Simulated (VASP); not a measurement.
# Sr3Si2 (P6mm) in VASP: single point with PBE

Aim: the single point of Sr3Si2 with PBE.

All numbers are computed with VASP 6.6.1; they aren't measurements. Logs are shortened: lines on timing, memory, paths and dates and some standing lists are left out, and cuts for length are marked.

## 1. The cell of the first run

The typed cell holds 5 atoms: a = 8.660 Å, b = 8.660 Å, c = 3.872 Å, α = 90.00°, β = 90.00°, γ = 120.00°.

## 2. Single point, PBE

INCAR

```
SYSTEM = Sr3Si2
PREC     = Accurate       ! precision mode
ENCUT    = 520            ! plane-wave cutoff, eV
EDIFF    = 1E-6           ! SCF threshold, eV
ISMEAR   = 0              ! smearing method
SIGMA    = 0.1            ! smearing width, eV
LREAL    = .False.        ! projectors in reciprocal space
LASPH    = .True.         ! aspherical terms in the spheres
NELM     = 60             ! most SCF steps
ALGO     = Normal         ! electronic algorithm
ISIF     = 2              ! what is computed and relaxed
LWAVE    = .False.        ! write WAVECAR
LCHARG   = .True.         ! write CHGCAR
GGA      = PE             ! functional
LELF     = .True.         ! ELF
LVHAR    = .True.       
NBANDS   = 27             ! bands
```

KPOINTS

```
Automatic mesh
0
Gamma
  3 3 4
  0 0 0
```

POSCAR

```
Sr3Si2
1.0
    8.6603640509      0.0000000000      0.0000000000
   -4.3301820255      7.5000952741      0.0000000000
    0.0000000000      0.0000000000      3.8718788411
Sr Si
3 2
Direct
    0.5000000000      0.0000000000      0.5497266530
    0.0000000000      0.5000000000      0.5497266530
    0.5000000000      0.5000000000      0.5497266530
    0.6666666667      0.3333333333      0.0504100204
    0.3333333333      0.6666666667      0.0504100204
```

Potentials or basis: VASP PAW PBE potentials, release 64 (Sr_sv, Si).

The run is started by

```
> cat potpaw_PBE.64/Sr_sv/POTCAR potpaw_PBE.64/Si/POTCAR > POTCAR
> mpirun -np 1 vasp_std > vasp.out
```

OUTCAR:

```text
SYSTEM = Sr3Si2
   PREC = Accurate
   ENCUT = 520
   EDIFF = 1E-6
   ISMEAR = 0
   LREAL = .False.
   LASPH = .True.
   NELM = 60
   ISIF = 2
   GGA = PE

 ion  position               nearest neighbor table
   1  0.500  0.000  0.550-   4 3.16   5 3.16   4 3.16   5 3.16   2 4.33   2 4.33   3 4.33   3 4.33

   2  0.000  0.500  0.550-   4 3.16   5 3.16   4 3.16   5 3.16   1 4.33   1 4.33   3 4.33   3 4.33

   3  0.500  0.500  0.550-   4 3.16   5 3.16   4 3.16   5 3.16   2 4.33   2 4.33   1 4.33   1 4.33

   4  0.667  0.333  0.050-   2 3.16   1 3.16   3 3.16   2 3.16   1 3.16   3 3.16
   5  0.333  0.667  0.050-   2 3.16   1 3.16   3 3.16   2 3.16   1 3.16   3 3.16

  LATTYP: Found a hexagonal cell.
 ALAT       =     8.6603640509
 C/A-ratio  =     0.4470803789

  Lattice vectors:

 A1 = (   8.6603640509,   0.0000000000,   0.0000000000)
 A2 = (  -4.3301820255,   7.5000952741,   0.0000000000)
 A3 = (   0.0000000000,   0.0000000000,   3.8718788411)

Analysis of symmetry for initial positions (statically):
=====================================================================
 Subroutine PRICEL returns:
 Original cell was already a primitive cell.

 Routine SETGRP: Setting up the symmetry group for a
 hexagonal supercell.

 Subroutine GETGRP returns: Found 12 space group operations
 (whereof 12 operations were pure point group operations)
 out of a pool of 24 trial point group operations.

The static configuration has the point symmetry C_6v.

Analysis of symmetry for dynamics (positions and initial velocities):
=====================================================================
 Subroutine PRICEL returns:
 Original cell was already a primitive cell.

 Routine SETGRP: Setting up the symmetry group for a
 hexagonal supercell.

 Subroutine GETGRP returns: Found 12 space group operations
 (whereof 12 operations were pure point group operations)
 out of a pool of 24 trial point group operations.

The dynamic configuration has the point symmetry C_6v.

 Subroutine INISYM returns: Found 12 space group operations
 (whereof 12 operations are pure point group operations),
 and found     1 'primitive' translations

----------------------------------------------------------------------------------------

                                     Primitive cell

  volume of cell :     251.4923

  direct lattice vectors                    reciprocal lattice vectors
     8.660364051  0.000000000  0.000000000     0.115468587  0.066665820  0.000000000
    -4.330182026  7.500095274  0.000000000     0.000000000  0.133331640  0.000000000
     0.000000000  0.000000000  3.871878841     0.000000000  0.000000000  0.258272544

  length of vectors
     8.660364051  8.660364051  3.871878841     0.133331640  0.133331640  0.258272544

  position of ions in fractional coordinates (direct lattice)
     0.500000000  0.000000000  0.549726653
     0.000000000  0.500000000  0.549726653
     0.500000000  0.500000000  0.549726653
     0.666666667  0.333333333  0.050410020
     0.333333333  0.666666667  0.050410020

  ion indices of the primitive-cell ions
   primitive index   ion index
                 1           1
                 2           2
                 3           3
                 4           4
                 5           5

----------------------------------------------------------------------------------------

 KPOINTS: Automatic mesh

Automatic generation of k-mesh.
 Grid dimensions read from file:
 generate k-points for:    3    3    4

 Generating k-lattice:

  Cartesian coordinates                     Fractional coordinates (reciprocal lattice)
     0.038489529  0.022221940  0.000000000     0.333333333 -0.000000000  0.000000000
     0.000000000  0.044443880  0.000000000     0.000000000  0.333333333  0.000000000
     0.000000000  0.000000000  0.064568136     0.000000000  0.000000000  0.250000000

  Length of vectors
     0.044443880  0.044443880  0.064568136

  Shift w.r.t. Gamma in fractional coordinates (k-lattice)
     0.000000000  0.000000000  0.000000000

 Subroutine IBZKPT returns following result:
 ===========================================

 Found      9 irreducible k-points:

 Following reciprocal coordinates:
            Coordinates               Weight
  0.000000  0.000000  0.000000      1.000000
  0.333333  0.000000  0.000000      6.000000
  0.333333  0.333333  0.000000      2.000000
  0.000000  0.000000  0.250000      2.000000
  0.333333  0.000000  0.250000     12.000000
  0.333333  0.333333  0.250000      4.000000
  0.000000  0.000000  0.500000      1.000000
  0.333333  0.000000  0.500000      6.000000
  0.333333  0.333333  0.500000      2.000000
   k-points           NKPTS =      9   k-points in BZ     NKDIM =      9   number of bands    NBANDS=     27
   number of dos      NEDOS =    301   number of ions     NIONS =      5
   total plane-waves  NPLWV = 122880
   dimension x,y,z NGX =    64 NGY =   64 NGZ =   30
   dimension x,y,z NGXF=   128 NGYF=  128 NGZF=   60
   ions per type =               3   2
   NGX,Y,Z   is equivalent  to a cutoff of  12.29, 12.29, 12.88 a.u.
   NGXF,Y,Z  is equivalent  to a cutoff of  24.57, 24.57, 25.76 a.u.
 SYSTEM =  Sr3Si2
   PREC   = accura    normal or accurate (medium, high low for compatibility)
   ISTART =      0    job   : 0-new  1-cont  2-samecut
   ICHARG =      2    charge: 1-file 2-atom 10-const
   ISPIN  =      1    spin polarized calculation?
   LNONCOLLINEAR =      F non collinear calculations
   LSORBIT =      F    spin-orbit coupling
   LASPH  =      T    aspherical Exc in radial PAW
   ENCUT  =  520.0 eV  38.22 Ry    6.18 a.u.  16.10 16.10  7.20*2*pi/ulx,y,z
   NELM   =     60;   NELMIN=  2; NELMDL= -5     # of ELM steps
   EDIFF  = 0.1E-05   stopping-criterion for ELM
   LREAL  =      F    real-space projection
   EDIFFG = 0.1E-04   stopping-criterion for IOM
   NSW    =      0    number of steps for IOM
   IBRION =     -1    ionic relax: 0-MD 1-quasi-New 2-CG
   NFREE  =      0    steps in history (QN), initial steepest desc. (CG)
   ISIF   =      2    stress and relaxation
   ISYM   =      2    0-nonsym 1-usesym 2-fastsym
   POTIM  = 0.5000    time-step for ionic-motion
   TEBEG  =    0.0;   TEEND  =   0.0 temperature during run
   PSTRESS=    0.0 pullay stress
   NELECT =      38.0000    total number of electrons
   NUPDOWN=      -1.0000    fix difference up-down
   EMIN   =  10.00;   EMAX   =-10.00  energy-range for DOS
   EFERMI =   0.00;   METHOD = LEGACY
   ISMEAR =     0;   SIGMA  =   0.10  broadening in eV -4-tet -1-fermi 0-gaus
   EFERMI_NEDOS =   21; number of points for ismear=-14 and -15
   IALGO  =     38    algorithm
   IMIX   =      4    mixing-type and parameters
     AMIX     =   0.40;   BMIX     =  1.00
     AMIX_MAG =   1.60;   BMIX_MAG =  1.00
  volume/ion in A,a.u.               =      50.30       339.43
  Fermi-wavevector in a.u.,A,eV,Ry     =   0.871956  1.647758 10.344603  0.760307
  Thomas-Fermi vector in A             =   1.991137
   LORBIT       =      0    0 simple, 1 ext, 2 COOP (PROOUT), +10 PAW based schemes
   GGA     = PE    functional components
   LHFCALC =     F    Hartree Fock is set to
   AEXX    =    0.0000 exact exchange contribution
   IVDW    =     0    specifies the selected vdW correction
   LEPSILON=     F    determine dielectric tensor
   LRPA    =     F    only Hartree local field effects (RPA)
 non-spin polarized calculation
 Gauss-broadening in eV      SIGMA  =   0.10
  energy-cutoff  :      520.00
  volume of cell :      251.49
 maximum number of plane-waves:      6804
   NGX = 33   NGY = 33   NGZ = 15

 number of electron      38.0000000 magnetization

 Free energy of the ion-electron system (eV)
  ---------------------------------------------------
  ext. energy  EPLUGINS =         0.00000000
  ---------------------------------------------------
  free energy    TOTEN  =       -15.71925895 eV

  energy without entropy =      -15.66591841  energy(sigma->0) =      -15.69258868

 E-fermi :   0.6865     XC(G=0):  -6.4923

 val. band max:        0.6780059792   @ k =   0.3333   0.0000   0.2500
 cond. band min:       0.7090448817   @ k =   0.3333   0.0000   0.5000
 fundamental gap:      0.0310389025
 Fermi energy:         0.6865474873

 k-point     1 :       0.0000    0.0000    0.0000
  band No.  band energies     occupation
      1     -34.6609      2.00000
      2     -34.6543      2.00000
      3     -34.6543      2.00000
      4     -16.8634      2.00000
      5     -16.8634      2.00000
      6     -16.8136      2.00000
[... 19 lines left out ...]
     26       3.8521      0.00000
     27       4.1626      0.00000

 k-point     2 :       0.3333    0.0000    0.0000
  band No.  band energies     occupation
      1     -34.6595      2.00000
      2     -34.6557      2.00000
      3     -34.6543      2.00000
      4     -16.8620      2.00000
      5     -16.8516      2.00000
      6     -16.8238      2.00000
[... 19 lines left out ...]
     26       3.8699      0.00000
     27       4.1481      0.00000

 k-point     3 :       0.3333    0.3333    0.0000
  band No.  band energies     occupation
      1     -34.6576      2.00000
      2     -34.6576      2.00000
      3     -34.6543      2.00000
      4     -16.8598      2.00000
      5     -16.8381      2.00000
      6     -16.8381      2.00000
[... 19 lines left out ...]
     26       3.7932      0.00000
     27       4.5854      0.00000

 k-point     4 :       0.0000    0.0000    0.2500
  band No.  band energies     occupation
      1     -34.6520      2.00000
      2     -34.6456      2.00000
      3     -34.6456      2.00000
      4     -16.8476      2.00000
      5     -16.8476      2.00000
      6     -16.8004      2.00000
[... 19 lines left out ...]
     26       4.1831      0.00000
     27       4.6040      0.00000

 k-point     5 :       0.3333    0.0000    0.2500
  band No.  band energies     occupation
      1     -34.6506      2.00000
      2     -34.6469      2.00000
      3     -34.6456      2.00000
      4     -16.8464      2.00000
      5     -16.8365      2.00000
      6     -16.8101      2.00000
[... 19 lines left out ...]
     26       3.7070      0.00000
     27       4.2388      0.00000

 k-point     6 :       0.3333    0.3333    0.2500
  band No.  band energies     occupation
      1     -34.6488      2.00000
      2     -34.6488      2.00000
      3     -34.6456      2.00000
      4     -16.8445      2.00000
      5     -16.8236      2.00000
      6     -16.8236      2.00000
[... 19 lines left out ...]
     26       3.5417      0.00000
     27       3.8304      0.00000

 k-point     7 :       0.0000    0.0000    0.5000
  band No.  band energies     occupation
      1     -34.6430      2.00000
      2     -34.6369      2.00000
      3     -34.6369      2.00000
      4     -16.8348      2.00000
      5     -16.8319      2.00000
      6     -16.8319      2.00000
[... 19 lines left out ...]
     26       3.9192      0.00000
     27       4.0449      0.00000

 k-point     8 :       0.3333    0.0000    0.5000
  band No.  band energies     occupation
      1     -34.6417      2.00000
      2     -34.6382      2.00000
      3     -34.6369      2.00000
      4     -16.8307      2.00000
      5     -16.8272      2.00000
      6     -16.8213      2.00000
[... 19 lines left out ...]
     26       3.7970      0.00000
     27       3.9862      0.00000

 k-point     9 :       0.3333    0.3333    0.5000
  band No.  band energies     occupation
      1     -34.6400      2.00000
      2     -34.6400      2.00000
      3     -34.6369      2.00000
      4     -16.8290      2.00000
      5     -16.8169      2.00000
      6     -16.8169      2.00000
[... 19 lines left out ...]
     26       3.4816      0.00000
     27       3.4816      0.00000

------------------------ aborting loop because EDIFF is reached ----------------------------------------

  FORCE on cell =-STRESS in cart. coord.  units (eV):
  Direction    XX          YY          ZZ          XY          YZ          ZX
  --------------------------------------------------------------------------------------
  -------------------------------------------------------------------------------------
  Total        0.1254665      0.1254665      0.4507804     -0.0000000     -0.0000000      0.0000000
  in kB        0.7993073      0.7993073      2.8717786     -0.0000000     -0.0000000      0.0000000
  external PRESSURE =       1.4901310 kB  Pullay stress =       0.0000000 kB

 VOLUME and BASIS-vectors are now :
 -----------------------------------------------------------------------------
  energy-cutoff  :      520.00
  volume of cell :      251.49
      direct lattice vectors                 reciprocal lattice vectors
     8.660364051  0.000000000  0.000000000     0.115468587  0.066665820  0.000000000
    -4.330182026  7.500095274  0.000000000     0.000000000  0.133331640  0.000000000
     0.000000000  0.000000000  3.871878841     0.000000000  0.000000000  0.258272544

 POSITION                                       TOTAL-FORCE (eV/Angst)
 -----------------------------------------------------------------------------------
      4.33018      0.00000      2.12847         0.000000     -0.000000      0.006608
     -2.16509      3.75005      2.12847         0.000000      0.000000      0.006608
      2.16509      3.75005      2.12847         0.000000      0.000000      0.006608
      4.33018      2.50003      0.19518         0.000000     -0.000000     -0.009912
     -0.00000      5.00006      0.19518        -0.000000      0.000000     -0.009912
 -----------------------------------------------------------------------------------
    total drift:                               -0.000000     -0.000000      0.000024

  FREE ENERGIE OF THE ION-ELECTRON SYSTEM (eV)
  ---------------------------------------------------
  free  energy   TOTEN  =       -15.7192589525 eV

  energy  without entropy=      -15.6659184144  energy(sigma->0) =      -15.69258868
```

It took 60 s on 1 thread of Intel Xeon Platinum 8488C (Sapphire Rapids), shared host; peak memory 0.35 GiB.

What came out:

```
Free energy            : -15.7193 eV
Pressure               : 0.1 GPa
Largest force          : 0.010 eV/Å
Band gap on the k mesh : zero (band 19 reaches 1.85 eV, above the bottom of band 20 at 0.46 eV)
```

Forces on the atoms (eV/Å):
```
Sr   0.000  0.000  0.007
Sr   0.000  0.000  0.007
Sr   0.000  0.000  0.007
Si   0.000  0.000 -0.010
Si   0.000  0.000 -0.010
```

Stress tensor (GPa, compression positive):
```
0.08 0.00 0.00
0.00 0.08 0.00
0.00 0.00 0.29
```

Caveat: the k points lie up to 0.41 Å⁻¹ apart.
